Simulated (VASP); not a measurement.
# CdTe in VASP: further runs

CdTe is run at these levels: PBEsol; tasks: single point.

Everything below comes from runs of VASP 6.6.1. Logs are shortened: lines on timing, memory, paths and dates and some standing lists are left out, and cuts for length are marked.

### 1 The cell of the first run

The cell holds a slab with vacuum, 12 atoms: a = 4.589 Å, b = 6.489 Å, c = 26.472 Å, α = 90.00°, β = 90.00°, γ = 90.00°.

### 2 Single point, PBEsol

Contents of INCAR:

```
SYSTEM = CdTe
PREC     = Accurate       ! precision mode
ENCUT    = 520            ! plane-wave cutoff, eV
EDIFF    = 1E-7           ! SCF threshold, eV
ISMEAR   = 0              ! smearing method
SIGMA    = 0.05           ! smearing width, eV
LREAL    = .False.        ! projectors in reciprocal space
LASPH    = .True.         ! aspherical terms in the spheres
NELM     = 100            ! most SCF steps
ALGO     = Normal         ! electronic algorithm
ISIF     = 2              ! what is computed and relaxed
LWAVE    = .False.        ! write WAVECAR
LCHARG   = .False.        ! write CHGCAR
LDIPOL   = .True.       
IDIPOL   = 3            
DIPOL    = 0.5 0.5 0.500
GGA      = PS             ! functional
NBANDS   = 66             ! bands
```

Contents of KPOINTS:

```
Automatic mesh
0
Gamma
  6 4 1
  0 0 0
```

Contents of POSCAR:

```
CdTe
1.0
    4.5886583505      0.0000000000      0.0000000000
    0.0000000000      6.4893428723      0.0000000000
    0.0000000000      0.0000000000     26.4716458762
Cd Te
6 6
Direct
    0.5000000000      0.5000000000      0.2833220131
    0.0000000000      0.0000000000      0.3699932079
    0.5000000000      0.5000000000      0.4566644026
    0.0000000000      0.0000000000      0.5433355974
    0.5000000000      0.5000000000      0.6300067921
    0.0000000000      0.0000000000      0.7166779869
    0.0000000000      0.7500000000      0.2833220131
    0.5000000000      0.2500000000      0.3699932079
    0.0000000000      0.7500000000      0.4566644026
    0.5000000000      0.2500000000      0.5433355974
    0.0000000000      0.7500000000      0.6300067921
    0.5000000000      0.2500000000      0.7166779869
```

Potentials or basis: VASP PAW PBE potentials, release 64 (Cd, Te).

Run with:

```console
cat potpaw_PBE.64/Cd/POTCAR potpaw_PBE.64/Te/POTCAR > POTCAR
mpirun -np 1 vasp_std > vasp.out
```

OUTCAR:

```text
SYSTEM = CdTe
   PREC = Accurate
   ENCUT = 520
   EDIFF = 1E-7
   ISMEAR = 0
   LREAL = .False.
   LASPH = .True.
   NELM = 100
   ISIF = 2
   GGA = PS

 ion  position               nearest neighbor table
   1  0.500  0.500  0.283-   7 2.81   7 2.81   8 2.81
   2  0.000  0.000  0.370-   9 2.81   8 2.81   8 2.81   7 2.81
   3  0.500  0.500  0.457-   8 2.81   9 2.81   9 2.81  10 2.81
   4  0.000  0.000  0.543-  11 2.81  10 2.81  10 2.81   9 2.81
   5  0.500  0.500  0.630-  10 2.81  11 2.81  11 2.81  12 2.81
   6  0.000  0.000  0.717-  12 2.81  12 2.81  11 2.81
   7  0.000  0.750  0.283-   1 2.81   1 2.81   2 2.81
   8  0.500  0.250  0.370-   3 2.81   2 2.81   2 2.81   1 2.81
   9  0.000  0.750  0.457-   2 2.81   3 2.81   3 2.81   4 2.81
  10  0.500  0.250  0.543-   5 2.81   4 2.81   4 2.81   3 2.81
  11  0.000  0.750  0.630-   4 2.81   5 2.81   5 2.81   6 2.81
  12  0.500  0.250  0.717-   6 2.81   6 2.81   5 2.81

  LATTYP: Found a simple orthorhombic cell.
 ALAT       =     4.5886583505
 B/A-ratio  =     1.4142135624
 C/A-ratio  =     5.7689293589

  Lattice vectors:

 A1 = (   4.5886583505,   0.0000000000,   0.0000000000)
 A2 = (   0.0000000000,   6.4893428723,   0.0000000000)
 A3 = (   0.0000000000,   0.0000000000,  26.4716458762)

Analysis of symmetry for initial positions (statically):
=====================================================================
 Subroutine PRICEL returns:
 Original cell was already a primitive cell.

 Routine SETGRP: Setting up the symmetry group for a
 simple orthorhombic supercell.

 Subroutine GETGRP returns: Found  4 space group operations
 (whereof  2 operations were pure point group operations)
 out of a pool of  8 trial point group operations.

The static configuration has the point symmetry C_1h.
 The point group associated with its full space group is C_2v.

Analysis of symmetry for dynamics (positions and initial velocities):
=====================================================================
 Subroutine PRICEL returns:
 Original cell was already a primitive cell.

 Routine SETGRP: Setting up the symmetry group for a
 simple orthorhombic supercell.

 Subroutine GETGRP returns: Found  4 space group operations
 (whereof  2 operations were pure point group operations)
 out of a pool of  8 trial point group operations.

The dynamic configuration has the point symmetry C_1h.
 The point group associated with its full space group is C_2v.

 Subroutine INISYM returns: Found  4 space group operations
 (whereof  2 operations are pure point group operations),
 and found     1 'primitive' translations

----------------------------------------------------------------------------------------

                                     Primitive cell

  volume of cell :     788.2562

  direct lattice vectors                    reciprocal lattice vectors
     4.588658351  0.000000000  0.000000000     0.217928624  0.000000000  0.000000000
     0.000000000  6.489342872  0.000000000     0.000000000  0.154098808  0.000000000
     0.000000000  0.000000000 26.471645876     0.000000000  0.000000000  0.037776268

  length of vectors
     4.588658351  6.489342872 26.471645876     0.217928624  0.154098808  0.037776268

  position of ions in fractional coordinates (direct lattice)
     0.500000000  0.500000000  0.283322013
     0.000000000  0.000000000  0.369993208
     0.500000000  0.500000000  0.456664403
     0.000000000  0.000000000  0.543335597
     0.500000000  0.500000000  0.630006792
     0.000000000  0.000000000  0.716677987
     0.000000000  0.750000000  0.283322013
     0.500000000  0.250000000  0.369993208
     0.000000000  0.750000000  0.456664403
     0.500000000  0.250000000  0.543335597
     0.000000000  0.750000000  0.630006792
     0.500000000  0.250000000  0.716677987

  ion indices of the primitive-cell ions
   primitive index   ion index
                 1           1
                 2           2
                 3           3
                 4           4
                 5           5
                 6           6
                 7           7
                 8           8
                 9           9
                10          10
                11          11
                12          12

----------------------------------------------------------------------------------------

 KPOINTS: Automatic mesh

Automatic generation of k-mesh.
 Grid dimensions read from file:
 generate k-points for:    6    4    1

 Generating k-lattice:

  Cartesian coordinates                     Fractional coordinates (reciprocal lattice)
     0.036321437  0.000000000  0.000000000     0.166666667  0.000000000  0.000000000
     0.000000000  0.038524702  0.000000000     0.000000000  0.250000000  0.000000000
     0.000000000  0.000000000  0.037776268     0.000000000  0.000000000  1.000000000

  Length of vectors
     0.036321437  0.038524702  0.037776268

  Shift w.r.t. Gamma in fractional coordinates (k-lattice)
     0.000000000  0.000000000  0.000000000

 Subroutine IBZKPT returns following result:
 ===========================================

 Found     12 irreducible k-points:

 Following reciprocal coordinates:
            Coordinates               Weight
  0.000000  0.000000  0.000000      1.000000
  0.166667  0.000000  0.000000      2.000000
  0.333333  0.000000  0.000000      2.000000
  0.500000  0.000000  0.000000      1.000000
  0.000000  0.250000  0.000000      2.000000
  0.166667  0.250000  0.000000      4.000000
  0.333333  0.250000  0.000000      4.000000
  0.500000  0.250000  0.000000      2.000000
  0.000000  0.500000  0.000000      1.000000
  0.166667  0.500000  0.000000      2.000000
  0.333333  0.500000  0.000000      2.000000
  0.500000  0.500000  0.000000      1.000000
   k-points           NKPTS =     12   k-points in BZ     NKDIM =     12   number of bands    NBANDS=     66
   number of dos      NEDOS =    301   number of ions     NIONS =     12
   total plane-waves  NPLWV = 345600
   dimension x,y,z NGX =    36 NGY =   48 NGZ =  200
   dimension x,y,z NGXF=    72 NGYF=   96 NGZF=  400
   ions per type =               6   6
   NGX,Y,Z   is equivalent  to a cutoff of  13.04, 12.30, 12.56 a.u.
   NGXF,Y,Z  is equivalent  to a cutoff of  26.09, 24.59, 25.12 a.u.
 SYSTEM =  CdTe
   PREC   = accura    normal or accurate (medium, high low for compatibility)
   ISTART =      0    job   : 0-new  1-cont  2-samecut
   ICHARG =      2    charge: 1-file 2-atom 10-const
   ISPIN  =      1    spin polarized calculation?
   LNONCOLLINEAR =      F non collinear calculations
   LSORBIT =      F    spin-orbit coupling
   LASPH  =      T    aspherical Exc in radial PAW
   ENCUT  =  520.0 eV  38.22 Ry    6.18 a.u.   8.53 12.07 49.22*2*pi/ulx,y,z
   NELM   =    100;   NELMIN=  2; NELMDL= -5     # of ELM steps
   EDIFF  = 0.1E-06   stopping-criterion for ELM
   LREAL  =      F    real-space projection
   EDIFFG = 0.1E-05   stopping-criterion for IOM
   NSW    =      0    number of steps for IOM
   IBRION =     -1    ionic relax: 0-MD 1-quasi-New 2-CG
   NFREE  =      0    steps in history (QN), initial steepest desc. (CG)
   ISIF   =      2    stress and relaxation
   ISYM   =      2    0-nonsym 1-usesym 2-fastsym
   POTIM  = 0.5000    time-step for ionic-motion
   TEBEG  =    0.0;   TEEND  =   0.0 temperature during run
   PSTRESS=    0.0 pullay stress
   NELECT =     108.0000    total number of electrons
   NUPDOWN=      -1.0000    fix difference up-down
   EMIN   =  10.00;   EMAX   =-10.00  energy-range for DOS
   EFERMI =   0.00;   METHOD = LEGACY
   ISMEAR =     0;   SIGMA  =   0.05  broadening in eV -4-tet -1-fermi 0-gaus
   EFERMI_NEDOS =   21; number of points for ismear=-14 and -15
   IALGO  =     38    algorithm
   IMIX   =      4    mixing-type and parameters
     AMIX     =   0.40;   BMIX     =  1.00
     AMIX_MAG =   1.60;   BMIX_MAG =  1.00
  volume/ion in A,a.u.               =      65.69       443.28
  Fermi-wavevector in a.u.,A,eV,Ry     =   0.843970  1.594872  9.691228  0.712285
  Thomas-Fermi vector in A             =   1.958923
   LORBIT       =      0    0 simple, 1 ext, 2 COOP (PROOUT), +10 PAW based schemes
   GGA     = PS    functional components
   LHFCALC =     F    Hartree Fock is set to
   AEXX    =    0.0000 exact exchange contribution
   IVDW    =     0    specifies the selected vdW correction
   LEPSILON=     F    determine dielectric tensor
   LRPA    =     F    only Hartree local field effects (RPA)
 non-spin polarized calculation
 Gauss-broadening in eV      SIGMA  =   0.05
  energy-cutoff  :      520.00
  volume of cell :      788.26
 maximum number of plane-waves:     21276
 NGX is ok and might be reduce to    36
   NGX = 17   NGY = 25   NGZ = 99

 number of electron     107.9999964 magnetization

 dipolmoment           0.000000      0.000000     -0.000000 electrons x Angstroem

 Free energy of the ion-electron system (eV)
  ---------------------------------------------------
  ext. energy  EPLUGINS =         0.00000000
  ---------------------------------------------------
  free energy    TOTEN  =       -31.02376237 eV

  energy without entropy =      -31.02376237  energy(sigma->0) =      -31.02376237

 E-fermi :  -1.0155     XC(G=0):  -5.0273

 val. band max:       -1.2470843229   @ k =   0.0000   0.0000   0.0000
 cond. band min:      -0.4969682874   @ k =   0.0000   0.0000   0.0000
 fundamental gap:      0.7501160355
 Fermi energy:        -1.0154622763

 k-point     1 :       0.0000    0.0000    0.0000
  band No.  band energies     occupation
      1     -12.3603      2.00000
      2     -12.2099      2.00000
      3     -12.0212      2.00000
      4     -11.9101      2.00000
      5     -11.5270      2.00000
      6     -11.5265      2.00000
[... 817 lines left out ...]
     65       3.6823      0.00000
     66       3.6823      0.00000

------------------------ aborting loop because EDIFF is reached ----------------------------------------

 vacuum level on the upper side and lower side of the slab       (xc-potential included)        -0.103        -0.103

  FORCE on cell =-STRESS in cart. coord.  units (eV):
  Direction    XX          YY          ZZ          XY          YZ          ZX
  --------------------------------------------------------------------------------------
  -------------------------------------------------------------------------------------
  Total       -1.7853044     -1.5744758      0.2064956      0.0000000      0.0000000      0.0000000
  in kB       -3.6287368     -3.2002151      0.4197145      0.0000000      0.0000000      0.0000000
  external PRESSURE =      -2.1364125 kB  Pullay stress =       0.0000000 kB

 VOLUME and BASIS-vectors are now :
 -----------------------------------------------------------------------------
  energy-cutoff  :      520.00
  volume of cell :      788.26
      direct lattice vectors                 reciprocal lattice vectors
     4.588658351  0.000000000  0.000000000     0.217928624  0.000000000  0.000000000
     0.000000000  6.489342872  0.000000000     0.000000000  0.154098808  0.000000000
     0.000000000  0.000000000 26.471645876     0.000000000  0.000000000  0.037776268

 POSITION                                       TOTAL-FORCE (eV/Angst)
 -----------------------------------------------------------------------------------
      2.29433      3.24467      7.50000         0.000000      0.717749      0.746783
      0.00000      0.00000      9.79433         0.000000     -0.153380      0.009812
      2.29433      3.24467     12.08866         0.000000      0.072899      0.068298
      0.00000      0.00000     14.38299         0.000000      0.072899     -0.068298
      2.29433      3.24467     16.67732         0.000000     -0.153380     -0.009812
      0.00000      0.00000     18.97165         0.000000      0.717749     -0.746783
      0.00000      4.86701      7.50000         0.000000     -0.309184     -0.667586
      2.29433      1.62234      9.79433         0.000000     -0.295163     -0.235781
      0.00000      4.86701     12.08866         0.000000     -0.032921      0.114196
      2.29433      1.62234     14.38299         0.000000     -0.032921     -0.114196
      0.00000      4.86701     16.67732         0.000000     -0.295163      0.235781
      2.29433      1.62234     18.97165         0.000000     -0.309184      0.667586
 -----------------------------------------------------------------------------------
    total drift:                                0.000000      0.000189      0.000000

  FREE ENERGIE OF THE ION-ELECTRON SYSTEM (eV)
  ---------------------------------------------------
  free  energy   TOTEN  =       -31.0237623684 eV

  energy  without entropy=      -31.0237623684  energy(sigma->0) =      -31.02376237

 vacuum level on the upper side and lower side of the slab         3.604         3.604
```

It took 19 min on 1 thread of AMD EPYC 7R43 (Zen 3), shared host; peak memory 0.91 GiB.

What came out:

```yaml
Free_energy: -31.0238 eV
Largest_force: 1.036 eV/Å
Band_gap_on_the_k_mesh: 0.75 eV, direct
```

Forces in eV/Å, atoms in the order of the input:
```
Cd   0.000  0.718  0.747
Cd   0.000 -0.153  0.010
Cd   0.000  0.073  0.068
Cd   0.000  0.073 -0.068
Cd   0.000 -0.153 -0.010
Cd   0.000  0.718 -0.747
Te   0.000 -0.309 -0.668
Te   0.000 -0.295 -0.236
Te   0.000 -0.033  0.114
Te   0.000 -0.033 -0.114
Te   0.000 -0.295  0.236
Te   0.000 -0.309  0.668
```

Caveat: the PAW data sets were made with another functional, which shifts forces and pressure a little; spin-orbit coupling is left out, which moves the levels of the heavy elements.

### 3 Single point, PBEsol

Contents of INCAR:

```
PREC = Accurate ; ENCUT = 520
EDIFF = 1E-6 ; ISMEAR = 0
SIGMA = 0.05 ; LREAL = False
LASPH = True ; NELM = 100
ALGO = Normal ; ISIF = 2
LWAVE = False ; LCHARG = True
LDIPOL = True ; IDIPOL = 3
DIPOL = 0.5 0.5 0.500 ; GGA = PS
LELF = True ; LVHAR = True
LVACPOTAV = True ; NBANDS = 66
```

Contents of KPOINTS:

```
Automatic mesh
0
Gamma
  6 4 1
```

Contents of POSCAR:

```
CdTe
1.0
    4.5886583505      0.0000000000      0.0000000000
    0.0000000000      6.4893428723      0.0000000000
    0.0000000000      0.0000000000     26.4716458762
Cd Te
6 6
Direct
    0.5000000000      0.5583598449      0.3064712458
    0.0000000000     -0.0196581475      0.3641976502
    0.5000000000      0.4864845878      0.4598389177
    0.0000000000     -0.0134963777      0.5401616157
    0.5000000000      0.4803625711      0.6358133394
    0.0000000000      0.0583461438      0.6935228210
    0.0000000000      0.7555276962      0.2746811557
    0.5000000000      0.2315120877      0.3731237344
    0.0000000000      0.7377760137      0.4539196532
    0.5000000000      0.2377903622      0.5460822863
    0.0000000000      0.7315017234      0.6268665984
    0.5000000000      0.2554934945      0.7253209821
```

Potentials or basis: VASP PAW PBE potentials, release 64 (Cd, Te).

Run with:

```console
cat potpaw_PBE.64/Cd/POTCAR potpaw_PBE.64/Te/POTCAR > POTCAR
mpirun -np 1 vasp_std > vasp.out
```

Run time: 28 min. Hardware: 1 thread of AMD EPYC 7R43 (Zen 3), shared host; peak memory 0.9 GiB.

Results (log left out):

```
Free energy            : -31.9286 eV
Largest force          : 0.040 eV/Å
Band gap on the k mesh : 1.21 eV, direct
```

Forces on the atoms (eV/Å):
```
Cd   0.000 -0.008  0.003
Cd   0.000  0.010  0.013
Cd   0.000  0.004  0.004
Cd   0.000  0.004 -0.005
Cd   0.000  0.009 -0.013
Cd   0.000 -0.008 -0.003
Te   0.000  0.008 -0.040
Te   0.000 -0.010 -0.005
Te   0.000 -0.002 -0.010
Te   0.000 -0.002  0.011
Te   0.000 -0.010  0.006
Te   0.000  0.008  0.040
```

Levels at points of the mesh, in eV from the valence-band top:
```
           k point  band 51  band 52  band 53  band 54  band 55  band 56  band 57  band 58
(0.00, 0.00, 0.00)    -0.34    -0.23    -0.14     0.00     1.21     1.96     2.44     2.52
(0.50, 0.00, 0.00)    -1.26    -1.26    -0.88    -0.87     2.13     2.13     2.73     2.73
(0.00, 0.50, 0.00)    -0.70    -0.70    -0.63    -0.63     1.90     1.90     2.33     2.33
(0.50, 0.50, 0.00)    -0.96    -0.96    -0.71    -0.71     2.10     2.10     3.05     3.05
```

Caveat: the PAW data sets were made with another functional, which shifts forces and pressure a little; spin-orbit coupling is left out, which moves the levels of the heavy elements.
